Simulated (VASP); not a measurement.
# SrGe12Pt4 (Im-3) in VASP: further runs

SrGe12Pt4 is run at these levels: PBE; tasks: single point.

Program: VASP 6.6.1. These are calculated values, not measurements. Logs are shortened: lines on timing, memory, paths and dates and some standing lists are left out, and cuts for length are marked.

**1. The cell of the first run**

It takes space group Im-3 (No. 204, cubic). Conventional cell: a = 8.768 Å, b = 8.768 Å, c = 8.768 Å, α = 90.00°, β = 90.00°, γ = 90.00°. Within 4.4 Å of Sr (site symmetry m-3) lie 12 Ge at 3.38 Å and 8 Pt at 3.80 Å. Ge (site symmetry m) has 2 Pt at 2.53 Å and 6 Ge at 2.54 to 3.31 Å and 1 Sr at 3.38 Å within 3.4 Å. Pt (site symmetry -3) has 6 Ge at 2.53 Å within 3.3 Å.

**2. Single point, PBE**

File INCAR:

```
  PREC = Accurate
  ENCUT = 520
  EDIFF = 1E-6
  ISMEAR = 0
  SIGMA = 0.1
  LREAL = Auto
  LASPH = True
  NELM = 100
  ALGO = Normal
  ISIF = 2
  LWAVE = False
  LCHARG = False
  GGA = PE
  NBANDS = 123
```

File KPOINTS:

```
Automatic mesh
0
Gamma
  6 6 6
```

File POSCAR:

```
SrGe12Pt4
1.0
   -4.3839850855      4.3839850855      4.3839850855
    4.3839850855     -4.3839850855      4.3839850855
    4.3839850855      4.3839850855     -4.3839850855
Sr Ge Pt
1 12 4
Direct
    0.0000000000      0.0000000000      0.0000000000
    0.8487894523      0.4936176435      0.6448281912
    0.6448281912      0.1512105477      0.7960387389
    0.5063823565      0.3551718088      0.1512105477
    0.1512105477      0.7960387389      0.6448281912
    0.3551718088      0.1512105477      0.5063823565
    0.7960387389      0.6448281912      0.1512105477
    0.1512105477      0.5063823565      0.3551718088
    0.2039612611      0.3551718088      0.8487894523
    0.8487894523      0.2039612611      0.3551718088
    0.3551718088      0.8487894523      0.2039612611
    0.6448281912      0.8487894523      0.4936176435
    0.4936176435      0.6448281912      0.8487894523
    0.5000000000      0.5000000000      0.5000000000
    0.0000000000      0.5000000000      0.0000000000
    0.5000000000      0.0000000000      0.0000000000
    0.0000000000      0.0000000000      0.5000000000
```

Potentials or basis: VASP PAW PBE potentials, release 64 (Sr_sv, Ge_d, Pt).

Launch:

```
> cat potpaw_PBE.64/Sr_sv/POTCAR potpaw_PBE.64/Ge_d/POTCAR potpaw_PBE.64/Pt/POTCAR > POTCAR
> mpirun -np 1 vasp_std > vasp.out
```

OUTCAR:

```text
PREC = Accurate
   ENCUT = 520
   EDIFF = 1E-6
   ISMEAR = 0
   LREAL = Auto
   LASPH = True
   NELM = 100
   ISIF = 2
   GGA = PE

 ion  position               nearest neighbor table
   1  0.000  0.000  0.000-   4 3.38   8 3.38   6 3.38  12 3.38   2 3.38  13 3.38   9 3.38   7 3.38
                            11 3.38   3 3.38   5 3.38  10 3.38  17 3.80  14 3.80  17 3.80  15 3.80
   2  0.849  0.494  0.645-  14 2.53  15 2.53  10 2.54   5 2.65   1 3.38
   3  0.645  0.151  0.796-  15 2.53  16 2.53   6 2.54  12 2.65   1 3.38
   4  0.506  0.355  0.151-  14 2.53  16 2.53   7 2.54   9 2.65   1 3.38
   5  0.151  0.796  0.645-  16 2.53  17 2.53   8 2.54   2 2.65   1 3.38
   6  0.355  0.151  0.506-  14 2.53  17 2.53   3 2.54  11 2.65   1 3.38
   7  0.796  0.645  0.151-  15 2.53  17 2.53   4 2.54  13 2.65   1 3.38
   8  0.151  0.506  0.355-  14 2.53  15 2.53   5 2.54  10 2.65   1 3.38
   9  0.204  0.355  0.849-  15 2.53  17 2.53  13 2.54   4 2.65   1 3.38
  10  0.849  0.204  0.355-  16 2.53  17 2.53   2 2.54   8 2.65   1 3.38
  11  0.355  0.849  0.204-  15 2.53  16 2.53  12 2.54   6 2.65   1 3.38
  12  0.645  0.849  0.494-  14 2.53  17 2.53  11 2.54   3 2.65   1 3.38
  13  0.494  0.645  0.849-  14 2.53  16 2.53   9 2.54   7 2.65   1 3.38
  14  0.500  0.500  0.500-   2 2.53   4 2.53   6 2.53   8 2.53  12 2.53  13 2.53   1 3.80   1 3.80

  15  0.000  0.500  0.000-   3 2.53  11 2.53   9 2.53   7 2.53   2 2.53   8 2.53   1 3.80   1 3.80

  16  0.500  0.000  0.000-   3 2.53   5 2.53  10 2.53  11 2.53   4 2.53  13 2.53   1 3.80   1 3.80

  17  0.000  0.000  0.500-   5 2.53   7 2.53   9 2.53  10 2.53   6 2.53  12 2.53   1 3.80   1 3.80

  LATTYP: Found a body centered cubic cell.
 ALAT       =     8.7679701710

  Lattice vectors:

 A1 = (  -4.3839850855,   4.3839850855,   4.3839850855)
 A2 = (   4.3839850855,  -4.3839850855,   4.3839850855)
 A3 = (   4.3839850855,   4.3839850855,  -4.3839850855)

Analysis of symmetry for initial positions (statically):
=====================================================================
 Subroutine PRICEL returns:
 Original cell was already a primitive cell.

 Routine SETGRP: Setting up the symmetry group for a
 body centered cubic supercell.

 Subroutine GETGRP returns: Found 24 space group operations
 (whereof 24 operations were pure point group operations)
 out of a pool of 48 trial point group operations.

The static configuration has the point symmetry T_h .

Analysis of symmetry for dynamics (positions and initial velocities):
=====================================================================
 Subroutine PRICEL returns:
 Original cell was already a primitive cell.

 Routine SETGRP: Setting up the symmetry group for a
 body centered cubic supercell.

 Subroutine GETGRP returns: Found 24 space group operations
[... 137 lines left out ...]
   NELECT =     218.0000    total number of electrons
   NUPDOWN=      -1.0000    fix difference up-down
   EMIN   =  10.00;   EMAX   =-10.00  energy-range for DOS
   EFERMI =   0.00;   METHOD = LEGACY
   ISMEAR =     0;   SIGMA  =   0.10  broadening in eV -4-tet -1-fermi 0-gaus
   EFERMI_NEDOS =   21; number of points for ismear=-14 and -15
   IALGO  =     38    algorithm
   IMIX   =      4    mixing-type and parameters
     AMIX     =   0.40;   BMIX     =  1.00
     AMIX_MAG =   1.60;   BMIX_MAG =  1.00
  volume/ion in A,a.u.               =      19.83       133.79
  Fermi-wavevector in a.u.,A,eV,Ry     =   1.415809  2.675491 27.273075  2.004514
  Thomas-Fermi vector in A             =   2.537209
   LORBIT       =      0    0 simple, 1 ext, 2 COOP (PROOUT), +10 PAW based schemes
   GGA     = PE    functional components
   LHFCALC =     F    Hartree Fock is set to
   AEXX    =    0.0000 exact exchange contribution
   IVDW    =     0    specifies the selected vdW correction
   LEPSILON=     F    determine dielectric tensor
   LRPA    =     F    only Hartree local field effects (RPA)
 non-spin polarized calculation
 Gauss-broadening in eV      SIGMA  =   0.10
  energy-cutoff  :      520.00
  volume of cell :      337.03
 maximum number of plane-waves:      9098
   NGX = 29   NGY = 29   NGZ = 29

 number of electron     217.9999933 magnetization

 Free energy of the ion-electron system (eV)
  ---------------------------------------------------
  ext. energy  EPLUGINS =         0.00000000
  ---------------------------------------------------
  free energy    TOTEN  =       -86.32871442 eV

  energy without entropy =      -86.27636602  energy(sigma->0) =      -86.30254022

 E-fermi :   6.2234     XC(G=0): -11.0704

 val. band max:        6.2123135360   @ k =   0.3333   0.0000   0.0000
 cond. band min:       6.2235238041   @ k =   0.3333   0.1667   0.1667
 fundamental gap:      0.0112102681
 Fermi energy:         6.2233518163

 k-point     1 :       0.0000    0.0000    0.0000
  band No.  band energies     occupation
      1     -29.1695      2.00000
      2     -18.1403      2.00000
      3     -18.1403      2.00000
      4     -18.1337      2.00000
      5     -18.0813      2.00000
      6     -18.0813      2.00000
[... 2221 lines left out ...]
    120      10.3944      0.00000
    121      10.4088      0.00000
 [bands above 121 left out]

------------------------ aborting loop because EDIFF is reached ----------------------------------------

  FORCE on cell =-STRESS in cart. coord.  units (eV):
  Direction    XX          YY          ZZ          XY          YZ          ZX
  --------------------------------------------------------------------------------------
  -------------------------------------------------------------------------------------
  Total       -0.1571468     -0.1571468     -0.1571468      0.0000000      0.0000000      0.0000000
  in kB       -0.7470489     -0.7470489     -0.7470489      0.0000000      0.0000000      0.0000000
  external PRESSURE =      -0.7470489 kB  Pullay stress =       0.0000000 kB

 VOLUME and BASIS-vectors are now :
 -----------------------------------------------------------------------------
  energy-cutoff  :      520.00
  volume of cell :      337.03
      direct lattice vectors                 reciprocal lattice vectors
    -4.383985085  4.383985085  4.383985085     0.000000000  0.114051483  0.114051483
     4.383985085 -4.383985085  4.383985085     0.114051483  0.000000000  0.114051483
     4.383985085  4.383985085 -4.383985085     0.114051483  0.114051483  0.000000000

 POSITION                                       TOTAL-FORCE (eV/Angst)
 -----------------------------------------------------------------------------------
      0.00000      0.00000      0.00000        -0.000000      0.000000     -0.000000
      1.26985      4.38399      3.05818         0.001118     -0.000000     -0.005371
      1.32581      5.65383      0.00000         0.005371      0.001118     -0.000000
      0.00000      1.32581      3.11414        -0.000000      0.005371     -0.001118
      5.65383      0.00000      1.32581         0.001118      0.000000      0.005371
      1.32581      3.11414      0.00000         0.005371     -0.001118     -0.000000
[... 9 lines left out ...]
     -2.19199      2.19199      2.19199        -0.000000      0.000000     -0.000000
      2.19199      2.19199     -2.19199        -0.000000      0.000000     -0.000000
 -----------------------------------------------------------------------------------
    total drift:                               -0.000000     -0.000000      0.000000

  FREE ENERGIE OF THE ION-ELECTRON SYSTEM (eV)
  ---------------------------------------------------
  free  energy   TOTEN  =       -86.3287144237 eV

  energy  without entropy=      -86.2763660214  energy(sigma->0) =      -86.30254022
```

OSZICAR:

```text
N       E                     dE             d eps       ncg     rms          rms(c)
DAV:   1     0.404723314452E+04    0.40472E+04   -0.83597E+04  5393   0.467E+03
DAV:   2     0.827868664018E+03   -0.32194E+04   -0.31126E+04  4428   0.135E+03
DAV:   3     0.322443305740E+02   -0.79562E+03   -0.76717E+03  4511   0.332E+02
DAV:   4    -0.821940741123E+02   -0.11444E+03   -0.10930E+03  5574   0.123E+02
DAV:   5    -0.884902012386E+02   -0.62961E+01   -0.61913E+01  5056   0.297E+01    0.241E+01
DAV:   6    -0.868689062592E+02    0.16213E+01   -0.19777E+01  6808   0.127E+01    0.113E+01
DAV:   7    -0.864008970628E+02    0.46801E+00   -0.39566E+00  4880   0.696E+00    0.598E+00
DAV:   8    -0.863516078239E+02    0.49289E-01   -0.66720E-01  5864   0.245E+00    0.161E+00
DAV:   9    -0.863272734808E+02    0.24334E-01   -0.15585E-01  5584   0.168E+00    0.471E-01
DAV:  10    -0.863285978031E+02   -0.13243E-02   -0.12575E-02  5576   0.376E-01    0.158E-01
DAV:  11    -0.863287177195E+02   -0.11992E-03   -0.92128E-04  6816   0.949E-02    0.374E-02
DAV:  12    -0.863287149263E+02    0.27932E-05   -0.11005E-04  5744   0.565E-02    0.154E-02
DAV:  13    -0.863287140224E+02    0.90386E-06   -0.16954E-05  4912   0.166E-02    0.775E-03
DAV:  14    -0.863287144237E+02   -0.40123E-06   -0.42653E-06  3752   0.119E-02
   1 F= -.86328714E+02 E0= -.86302540E+02  d E =-.523484E-01
```

Wall time 12 min (1 thread of Intel Xeon 6975P-C (Granite Rapids), shared host); peak memory 0.73 GiB.

Results:

```yaml
Free_energy: -86.3287 eV
Pressure: -0.1 GPa
Largest_force: 0.005 eV/Å
Band_gap_on_the_k_mesh: zero (bands 109 and 110 overlap by 0.58 eV)
```

Forces in eV/Å, atoms in the order of the input:
```
Sr   0.000  0.000  0.000
Ge   0.001  0.000 -0.005
Ge   0.005  0.001  0.000
Ge   0.000  0.005 -0.001
Ge   0.001  0.000  0.005
Ge   0.005 -0.001  0.000
Ge   0.000  0.005  0.001
Ge  -0.001  0.000  0.005
Ge   0.000 -0.005 -0.001
Ge  -0.001  0.000 -0.005
Ge  -0.005 -0.001  0.000
Ge  -0.005  0.001  0.000
Ge   0.000 -0.005  0.001
Pt   0.000  0.000  0.000
Pt   0.000  0.000  0.000
Pt   0.000  0.000  0.000
Pt   0.000  0.000  0.000
```

Caveat: spin-orbit coupling is left out, which moves the levels of the heavy elements.

**3. Single point, PBE**

This run uses another cell than the first one, of 19.04 Å³/atom.

File INCAR:

```
  PREC = Accurate
  ENCUT = 520
  EDIFF = 1E-7
  ISMEAR = 0
  SIGMA = 0.1
  LREAL = Auto
  LASPH = T
  NELM = 100
  ALGO = Normal
  ISIF = 2
  LWAVE = F
  LCHARG = F
  GGA = PE
  NBANDS = 123
```

File KPOINTS:

```
Automatic mesh
0
Gamma
  4 4 4
```

File POSCAR:

```
SrGe12Pt4
1.0
   -4.3254500000      4.3254500000      4.3254500000
    4.3254500000     -4.3254500000      4.3254500000
    4.3254500000      4.3254500000     -4.3254500000
Sr Ge Pt
1 12 4
Direct
    0.0000000000      0.0000000000      0.0000000000
    0.8475713100      0.4907427000      0.6431713900
    0.6431713900      0.1524286900      0.7956000800
    0.5092573000      0.3568286100      0.1524286900
    0.1524286900      0.7956000800      0.6431713900
    0.3568286100      0.1524286900      0.5092573000
    0.7956000800      0.6431713900      0.1524286900
    0.1524286900      0.5092573000      0.3568286100
    0.2043999200      0.3568286100      0.8475713100
    0.8475713100      0.2043999200      0.3568286100
    0.3568286100      0.8475713100      0.2043999200
    0.6431713900      0.8475713100      0.4907427000
    0.4907427000      0.6431713900      0.8475713100
    0.5000000000      0.5000000000      0.5000000000
    0.0000000000      0.5000000000      0.0000000000
    0.5000000000      0.0000000000      0.0000000000
    0.0000000000      0.0000000000      0.5000000000
```

Potentials or basis: VASP PAW PBE potentials, release 64 (Sr_sv, Ge_d, Pt).

Launch:

```
> cat potpaw_PBE.64/Sr_sv/POTCAR potpaw_PBE.64/Ge_d/POTCAR potpaw_PBE.64/Pt/POTCAR > POTCAR
> mpirun -np 1 vasp_std > vasp.out
```

Run time: 5.2 min. Hardware: 1 thread of Intel Xeon 6975P-C (Granite Rapids), shared host; peak memory 0.54 GiB.

It converged, with:

| Item | Value |
| --- | --- |
| Free energy | -86.1290 eV |
| Pressure | 4.5 GPa |
| Largest force | 0.207 eV/Å |
| Band gap on the k mesh | zero (bands 109 and 110 overlap by 0.47 eV) |

Forces in eV/Å, atoms in the order of the input:
```
Sr   0.000  0.000  0.000
Ge   0.166  0.000  0.124
Ge  -0.124  0.166  0.000
Ge   0.000 -0.124 -0.166
Ge   0.166  0.000 -0.124
Ge  -0.124 -0.166  0.000
Ge   0.000 -0.124  0.166
Ge  -0.166  0.000 -0.124
Ge   0.000  0.124 -0.166
Ge  -0.166  0.000  0.124
Ge   0.124 -0.166  0.000
Ge   0.124  0.166  0.000
Ge   0.000  0.124  0.166
Pt   0.000  0.000  0.000
Pt   0.000  0.000  0.000
Pt   0.000  0.000  0.000
Pt   0.000  0.000  0.000
```

Levels at points of the mesh, in eV from the Fermi level:
| k point | band 105 | band 106 | band 107 | band 108 | band 109 | band 110 | band 111 | band 112 | band 113 | band 114 |
| --- | --- | --- | --- | --- | --- | --- | --- | --- | --- | --- |
| (0.00, 0.00, 0.00) | -0.82 | -0.68 | 0.05 | 0.05 | 0.05 | 0.47 | 0.47 | 1.46 | 1.46 | 1.72 |
| (0.50, 0.00, 0.00) | -1.15 | -1.03 | -0.50 | -0.16 | 0.05 | 0.36 | 0.50 | 0.61 | 2.07 | 2.07 |
| (0.50, 0.50, 0.50) | -1.48 | -1.48 | -1.44 | -1.44 | -1.44 | -0.42 | -0.42 | -0.42 | 1.65 | 1.65 |

Caveat: the cell stands under pressure; spin-orbit coupling is left out, which moves the levels of the heavy elements.

The gap in the log of VASP goes by the Fermi energy; the results here count the filled bands.